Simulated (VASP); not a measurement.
# NbTe (Pm-3m) in VASP: further runs, part 2 of 2

VASP 6.6.1. The steps go on from the part before.

## (3) Single point, LDA+U

INCAR reads:

```
PREC = Accurate ; ENCUT = 520
EDIFF = 1E-6 ; ISMEAR = -1
SIGMA = 0.05 ; LREAL = False
LASPH = True ; NELM = 150
ALGO = Normal ; ISIF = 2
LWAVE = False ; LCHARG = False
LMAXMIX = 4 ; LDAU = True
LDAUTYPE = 2 ; LDAUL = 2 -1
LDAUU = 4 0 ; LDAUJ = 0 0
LDAUPRINT = 1 ; GGA = CA
NBANDS = 16
```

KPOINTS reads:

```
Automatic mesh
0
Gamma
  8 8 8
```

POSCAR reads:

```
NbTe
1.0
    3.4257000000      0.0000000000      0.0000000000
    0.0000000000      3.4257000000      0.0000000000
    0.0000000000      0.0000000000      3.4257000000
Nb Te
1 1
Direct
    0.5000000000      0.5000000000      0.5000000000
    0.0000000000      0.0000000000      0.0000000000
```

Potentials or basis: VASP PAW LDA potentials, release 64 (Nb_sv, Te).

Started as:

```bash
$ cat potpaw_LDA.64/Nb_sv/POTCAR potpaw_LDA.64/Te/POTCAR > POTCAR
$ mpirun -np 1 vasp_std > vasp.out
```

OUTCAR:

```text
PREC = Accurate
   ENCUT = 520
   EDIFF = 1E-6
   ISMEAR = -1
   LREAL = False
   LASPH = True
   NELM = 150
   ISIF = 2
   GGA = CA

 ion  position               nearest neighbor table
   1  0.500  0.500  0.500-   2 2.97   2 2.97   2 2.97   2 2.97   2 2.97   2 2.97   2 2.97   2 2.97

   2  0.000  0.000  0.000-   1 2.97   1 2.97   1 2.97   1 2.97   1 2.97   1 2.97   1 2.97   1 2.97

  LATTYP: Found a simple cubic cell.
 ALAT       =     3.4257000000

  Lattice vectors:

 A1 = (   3.4257000000,   0.0000000000,   0.0000000000)
 A2 = (   0.0000000000,   3.4257000000,   0.0000000000)
 A3 = (   0.0000000000,   0.0000000000,   3.4257000000)

Analysis of symmetry for initial positions (statically):
=====================================================================
 Subroutine PRICEL returns:
 Original cell was already a primitive cell.

 Routine SETGRP: Setting up the symmetry group for a
 simple cubic supercell.

 Subroutine GETGRP returns: Found 48 space group operations
 (whereof 48 operations were pure point group operations)
 out of a pool of 48 trial point group operations.

The static configuration has the point symmetry O_h .

Analysis of symmetry for dynamics (positions and initial velocities):
=====================================================================
 Subroutine PRICEL returns:
 Original cell was already a primitive cell.

 Routine SETGRP: Setting up the symmetry group for a
 simple cubic supercell.

 Subroutine GETGRP returns: Found 48 space group operations
 (whereof 48 operations were pure point group operations)
 out of a pool of 48 trial point group operations.

The dynamic configuration has the point symmetry O_h .

 Subroutine INISYM returns: Found 48 space group operations
 (whereof 48 operations are pure point group operations),
 and found     1 'primitive' translations

----------------------------------------------------------------------------------------

                                     Primitive cell

  volume of cell :      40.2020

  direct lattice vectors                    reciprocal lattice vectors
     3.425700000  0.000000000  0.000000000     0.291911142  0.000000000  0.000000000
     0.000000000  3.425700000  0.000000000     0.000000000  0.291911142  0.000000000
     0.000000000  0.000000000  3.425700000     0.000000000  0.000000000  0.291911142

  length of vectors
     3.425700000  3.425700000  3.425700000     0.291911142  0.291911142  0.291911142

  position of ions in fractional coordinates (direct lattice)
     0.500000000  0.500000000  0.500000000
     0.000000000  0.000000000  0.000000000

  ion indices of the primitive-cell ions
   primitive index   ion index
                 1           1
                 2           2

----------------------------------------------------------------------------------------

[... 85 lines left out ...]
   EFERMI_NEDOS =   21; number of points for ismear=-14 and -15
   IALGO  =     38    algorithm
   IMIX   =      4    mixing-type and parameters
     AMIX     =   0.40;   BMIX     =  1.00
     AMIX_MAG =   1.60;   BMIX_MAG =  1.00
  volume/ion in A,a.u.               =      20.10       135.65
  Fermi-wavevector in a.u.,A,eV,Ry     =   1.275195  2.409770 22.124747  1.626123
  Thomas-Fermi vector in A             =   2.407921
   LORBIT       =      0    0 simple, 1 ext, 2 COOP (PROOUT), +10 PAW based schemes
 LDA+U is selected, type is set to LDAUTYPE =  2
   angular momentum for each species LDAUL =     2   -1
   U (eV)           for each species LDAUU =   4.0  0.0
   J (eV)           for each species LDAUJ =   0.0  0.0
   GGA     = CA    functional components
   LHFCALC =     F    Hartree Fock is set to
   AEXX    =    0.0000 exact exchange contribution
   IVDW    =     0    specifies the selected vdW correction
   LEPSILON=     F    determine dielectric tensor
   LRPA    =     F    only Hartree local field effects (RPA)
 non-spin polarized calculation
  energy-cutoff  :      520.00
  volume of cell :       40.20
 maximum number of plane-waves:      1108
 NGX is ok and might be reduce to    28
   NGX = 13   NGY = 13   NGZ = 13

atom =   1  type =  1  l = 2

 onsite density matrix

spin component  1

  0.1866 -0.0000  0.0000  0.0000  0.0000
 -0.0000  0.1866 -0.0000  0.0000 -0.0000
  0.0000 -0.0000  0.2789 -0.0000  0.0000
  0.0000  0.0000 -0.0000  0.1866  0.0000
  0.0000 -0.0000  0.0000  0.0000  0.2789

spin component  2

  0.1866 -0.0000  0.0000  0.0000  0.0000
 -0.0000  0.1866 -0.0000  0.0000 -0.0000
  0.0000 -0.0000  0.2789 -0.0000  0.0000
  0.0000  0.0000 -0.0000  0.1866  0.0000
  0.0000 -0.0000  0.0000  0.0000  0.2789

 occupancies and eigenvectors

  o =  0.1866  v =  0.0000  0.9894 -0.0000 -0.1449 -0.0000  0.0000  0.0000  0.0000  0.0000  0.0000      0.0000  0.0000  0.0000  0.0000  0.0000  0.0000  0.0000  0.0000  0.0000  0.0000
  o =  0.1866  v =  0.0000  0.0000  0.0000  0.0000  0.0000  0.0000  0.9894 -0.0000 -0.1449 -0.0000      0.0000  0.0000  0.0000  0.0000  0.0000  0.0000  0.0000  0.0000  0.0000  0.0000
  o =  0.1866  v =  0.0000  0.0000  0.0000  0.0000  0.0000  1.0000  0.0000  0.0000  0.0000  0.0000      0.0000  0.0000  0.0000  0.0000  0.0000  0.0000  0.0000  0.0000  0.0000  0.0000
  o =  0.1866  v =  1.0000  0.0000  0.0000  0.0000  0.0000  0.0000  0.0000  0.0000  0.0000  0.0000      0.0000  0.0000  0.0000  0.0000  0.0000  0.0000  0.0000  0.0000  0.0000  0.0000
  o =  0.1866  v =  0.0000  0.1449 -0.0000  0.9894 -0.0000  0.0000  0.0000  0.0000  0.0000  0.0000      0.0000  0.0000  0.0000  0.0000  0.0000  0.0000  0.0000  0.0000  0.0000  0.0000
  o =  0.1866  v =  0.0000  0.0000  0.0000  0.0000  0.0000  0.0000  0.1449 -0.0000  0.9894 -0.0000      0.0000  0.0000  0.0000  0.0000  0.0000  0.0000  0.0000  0.0000  0.0000  0.0000
  o =  0.2789  v =  0.0000  0.0000 -0.2082  0.0000  0.9781  0.0000  0.0000  0.0000  0.0000  0.0000      0.0000  0.0000  0.0000  0.0000  0.0000  0.0000  0.0000  0.0000  0.0000  0.0000
  o =  0.2789  v =  0.0000  0.0000  0.0000  0.0000  0.0000  0.0000  0.0000 -0.2082  0.0000  0.9781      0.0000  0.0000  0.0000  0.0000  0.0000  0.0000  0.0000  0.0000  0.0000  0.0000
  o =  0.2789  v =  0.0000 -0.0000 -0.9781 -0.0000 -0.2082  0.0000  0.0000  0.0000  0.0000  0.0000      0.0000  0.0000  0.0000  0.0000  0.0000  0.0000  0.0000  0.0000  0.0000  0.0000
  o =  0.2789  v =  0.0000  0.0000  0.0000  0.0000  0.0000  0.0000 -0.0000 -0.9781 -0.0000 -0.2082      0.0000  0.0000  0.0000  0.0000  0.0000  0.0000  0.0000  0.0000  0.0000  0.0000

 number of electron      18.9999999 magnetization

 Free energy of the ion-electron system (eV)
  ---------------------------------------------------
  ext. energy  EPLUGINS =         0.00000000
  ---------------------------------------------------
  free energy    TOTEN  =       -11.73676623 eV

  energy without entropy =      -11.70628638  energy(sigma->0) =      -11.72152630

 E-fermi :  12.3035     XC(G=0): -11.9902

 val. band max:       12.2616230106   @ k =   0.5000   0.5000   0.1250
 cond. band min:      12.3036848302   @ k =   0.5000   0.3750   0.2500
 fundamental gap:      0.0420618196
 Fermi energy:        12.3034538177

 k-point     1 :       0.0000    0.0000    0.0000
  band No.  band energies     occupation
      1     -43.6415      2.00000
      2     -19.7705      2.00000
      3     -19.7705      2.00000
      4     -19.7705      2.00000
      5      -2.3148      2.00000
      6       9.5007      2.00000
[... 433 lines left out ...]
      3     -19.9013      2.00000
      4     -19.7629      2.00000
      5       0.1043      2.00000
      6       5.9885      2.00000
[... 8 lines left out ...]
     15      19.5315      0.00000
     16      20.3129      0.00000

 [... further k-points ...]

------------------------ aborting loop because EDIFF is reached ----------------------------------------

  FORCE on cell =-STRESS in cart. coord.  units (eV):
  Direction    XX          YY          ZZ          XY          YZ          ZX
  --------------------------------------------------------------------------------------
  -------------------------------------------------------------------------------------
  Total       -0.8413845     -0.8413845     -0.8413845      0.0000000      0.0000000      0.0000000
  in kB      -33.5318170    -33.5318170    -33.5318170      0.0000000      0.0000000      0.0000000
  external PRESSURE =     -33.5318170 kB  Pullay stress =       0.0000000 kB

 VOLUME and BASIS-vectors are now :
 -----------------------------------------------------------------------------
  energy-cutoff  :      520.00
  volume of cell :       40.20
      direct lattice vectors                 reciprocal lattice vectors
     3.425700000  0.000000000  0.000000000     0.291911142  0.000000000  0.000000000
     0.000000000  3.425700000  0.000000000     0.000000000  0.291911142  0.000000000
     0.000000000  0.000000000  3.425700000     0.000000000  0.000000000  0.291911142

 POSITION                                       TOTAL-FORCE (eV/Angst)
 -----------------------------------------------------------------------------------
      1.71285      1.71285      1.71285         0.000000      0.000000      0.000000
      0.00000      0.00000      0.00000         0.000000      0.000000      0.000000
 -----------------------------------------------------------------------------------
    total drift:                                0.000000      0.000000      0.000000

  FREE ENERGIE OF THE ION-ELECTRON SYSTEM (eV)
  ---------------------------------------------------
  free  energy   TOTEN  =       -11.7367662261 eV

  energy  without entropy=      -11.7062863809  energy(sigma->0) =      -11.72152630
```

Run time: 9.1 s. Hardware: 1 thread of Intel Xeon 6975P-C (Granite Rapids), shared host; peak memory 0.15 GiB.

What came out:

```yaml
Free_energy: -11.7368 eV
Pressure: -3.4 GPa
```

Eigenvalues of the final occupation matrices:
| site | spin | trace | eigenvalues |
| --- | --- | --- | --- |
| site 1 d | 1 | 1.12 | 0.19 0.19 0.19 0.28 0.28 |
| site 1 d | 2 | 1.12 | 0.19 0.19 0.19 0.28 0.28 |

Caveat: spin-orbit coupling is left out, which moves the levels of the heavy elements; U without spin polarisation on a metal has little footing; the U is typed as a test and isn't derived for this compound.

## (4) Single point, LDA+U

INCAR reads:

```
SYSTEM = NbTe
PREC = Accurate
ENCUT = 520
EDIFF = 1E-7
ISMEAR = -1
SIGMA = 0.05
LREAL = .FALSE.
LASPH = .TRUE.
NELM = 150
ALGO = Normal
ISIF = 2
LWAVE = .FALSE.
LCHARG = .FALSE.
LMAXMIX = 4
LDAU = .TRUE.
LDAUTYPE = 2
LDAUL = 2 -1
LDAUU = 8 0
LDAUJ = 0 0
LDAUPRINT = 1
NBANDS = 16
```

KPOINTS reads:

```
Automatic mesh
0
G
  8 8 8
  0 0 0
```

POSCAR is that of step 3.

Potentials or basis: VASP PAW LDA potentials, release 64 (Nb_sv, Te).

Started as:

```bash
$ cat potpaw_LDA.64/Nb_sv/POTCAR potpaw_LDA.64/Te/POTCAR > POTCAR
$ mpirun -np 1 vasp_std > vasp.out
```

OUTCAR:

```text
SYSTEM = NbTe
   PREC = Accurate
   ENCUT = 520
   EDIFF = 1E-7
   ISMEAR = -1
   LREAL = .FALSE.
   LASPH = .TRUE.
   NELM = 150
   ISIF = 2

 ion  position               nearest neighbor table
   1  0.500  0.500  0.500-   2 2.97   2 2.97   2 2.97   2 2.97   2 2.97   2 2.97   2 2.97   2 2.97

   2  0.000  0.000  0.000-   1 2.97   1 2.97   1 2.97   1 2.97   1 2.97   1 2.97   1 2.97   1 2.97

  LATTYP: Found a simple cubic cell.
 ALAT       =     3.4257000000

  Lattice vectors:

[... 681 lines left out ...]

  FORCE on cell =-STRESS in cart. coord.  units (eV):
  Direction    XX          YY          ZZ          XY          YZ          ZX
  --------------------------------------------------------------------------------------
  -------------------------------------------------------------------------------------
  Total        0.4270712      0.4270712      0.4270712      0.0000000      0.0000000     -0.0000000
  in kB       17.0201315     17.0201315     17.0201315      0.0000000      0.0000000     -0.0000000
  external PRESSURE =      17.0201315 kB  Pullay stress =       0.0000000 kB

 VOLUME and BASIS-vectors are now :
 -----------------------------------------------------------------------------
  energy-cutoff  :      520.00
  volume of cell :       40.20
      direct lattice vectors                 reciprocal lattice vectors
     3.425700000  0.000000000  0.000000000     0.291911142  0.000000000  0.000000000
     0.000000000  3.425700000  0.000000000     0.000000000  0.291911142  0.000000000
     0.000000000  0.000000000  3.425700000     0.000000000  0.000000000  0.291911142

 POSITION                                       TOTAL-FORCE (eV/Angst)
 -----------------------------------------------------------------------------------
      1.71285      1.71285      1.71285         0.000000      0.000000      0.000000
      0.00000      0.00000      0.00000         0.000000      0.000000      0.000000
 -----------------------------------------------------------------------------------
    total drift:                                0.000000      0.000000      0.000000

  FREE ENERGIE OF THE ION-ELECTRON SYSTEM (eV)
  ---------------------------------------------------
  free  energy   TOTEN  =        -8.5045119174 eV

  energy  without entropy=       -8.4724707714  energy(sigma->0) =       -8.48849134
```

OSZICAR:

```text
N       E                     dE             d eps       ncg     rms          rms(c)
DAV:   1     0.161807751613E+03    0.16181E+03   -0.93597E+03  1152   0.110E+03
DAV:   2     0.110586193095E+01   -0.16070E+03   -0.15534E+03  1552   0.382E+02
DAV:   3    -0.915050465271E+01   -0.10256E+02   -0.10136E+02  2072   0.701E+01
DAV:   4    -0.943263260554E+01   -0.28213E+00   -0.28106E+00  1384   0.107E+01
DAV:   5    -0.944703897368E+01   -0.14406E-01   -0.14404E-01  1784   0.287E+00    0.811E+00
DAV:   6    -0.847152644131E+01    0.97551E+00   -0.31888E+00  1728   0.192E+01    0.491E+00
DAV:   7    -0.847694161014E+01   -0.54152E-02   -0.18556E-01  1664   0.355E+00    0.222E+00
DAV:   8    -0.848966093311E+01   -0.12719E-01   -0.56935E-02  1688   0.223E+00    0.555E-01
DAV:   9    -0.849632262989E+01   -0.66617E-02   -0.12988E-02  1888   0.105E+00    0.298E-01
DAV:  10    -0.850129619611E+01   -0.49736E-02   -0.10840E-02  1688   0.891E-01    0.122E-01
DAV:  11    -0.850222642118E+01   -0.93023E-03   -0.10464E-03  1680   0.254E-01    0.944E-02
DAV:  12    -0.850447268127E+01   -0.22463E-02   -0.18161E-02  1512   0.975E-01    0.608E-02
DAV:  13    -0.850451041970E+01   -0.37738E-04   -0.30345E-04  1824   0.136E-01    0.164E-02
DAV:  14    -0.850451164847E+01   -0.12288E-05   -0.20416E-05  1752   0.342E-02    0.678E-03
DAV:  15    -0.850451189017E+01   -0.24170E-06   -0.35132E-06  1760   0.157E-02    0.108E-03
DAV:  16    -0.850451191740E+01   -0.27234E-07   -0.12448E-07  1032   0.301E-03
   1 F= -.85045119E+01 E0= -.84884913E+01  d E =-.320411E-01
```

stdout:

```text
POSCAR found type information on POSCAR NbTe
 POSCAR found :  2 types and       2 ions
 scaLAPACK will be used
 LDA part: xc-table for (Slater(with rela. corr.)+CA(PZ))
 , standard interpolation
 POSCAR, INCAR and KPOINTS ok, starting setup
 FFT: planning ... GRIDC
 FFT: planning ... GRID_SOFT
 FFT: planning ... GRID
 WAVECAR not read
 entering main loop
```

It took 11 s on 1 thread of Intel Xeon 6975P-C (Granite Rapids), shared host; peak memory 0.15 GiB.

What came out:

* Free energy: -8.5045 eV
* Pressure: 1.7 GPa

Levels at points of the mesh, in eV from the Fermi level:
| k point | band 6 | band 7 | band 8 | band 9 | band 10 | band 11 | band 12 | band 13 |
| --- | --- | --- | --- | --- | --- | --- | --- | --- |
| (0.00, 0.00, 0.00) | -3.08 | -3.08 | -1.71 | -1.71 | -1.71 | 1.56 | 1.56 | 1.56 |
| (0.50, 0.00, 0.00) | -8.44 | -2.88 | -2.88 | -2.32 | 1.74 | 1.95 | 4.02 | 4.67 |
| (0.50, 0.50, 0.00) | -6.08 | -6.08 | -3.25 | -0.04 | -0.04 | 0.18 | 1.51 | 2.20 |
| (0.50, 0.50, 0.50) | -6.66 | -6.66 | -6.66 | 1.24 | 1.24 | 1.24 | 2.32 | 2.32 |

Eigenvalues of the final occupation matrices:
| site | spin | trace | eigenvalues |
| --- | --- | --- | --- |
| site 1 d | 1 | 0.97 | 0.13 0.13 0.13 0.29 0.29 |
| site 1 d | 2 | 0.97 | 0.13 0.13 0.13 0.29 0.29 |

Caveat: spin-orbit coupling is left out, which moves the levels of the heavy elements; U without spin polarisation on a metal has little footing; the U is typed as a test and isn't derived for this compound.

## (5) The runs side by side

```csv
U,gap on the mesh (eV),pressure (GPa)
Nb d U = 1.0 eV,none,-6.6
Nb d U = 4.0 eV,none,-3.4
Nb d U = 8.0 eV,none,1.7
```

Alike in all rows: task single point; level LDA+U; potentials or basis VASP PAW LDA potentials, release 64 (Nb_sv, Te); no spin polarisation; cell as given; k mesh 8 × 8 × 8; cutoff (eV) 520; smearing fermi-dirac 0.05 eV.

Every run on the cell as given and a fine mesh finds a metal.

Caveats: spin-orbit coupling is left out, which moves the levels of the heavy elements; U without spin polarisation on a metal has little footing; the U is typed as a test and isn't derived for this compound.

Absolute energies hang on the potentials; compare differences alone.
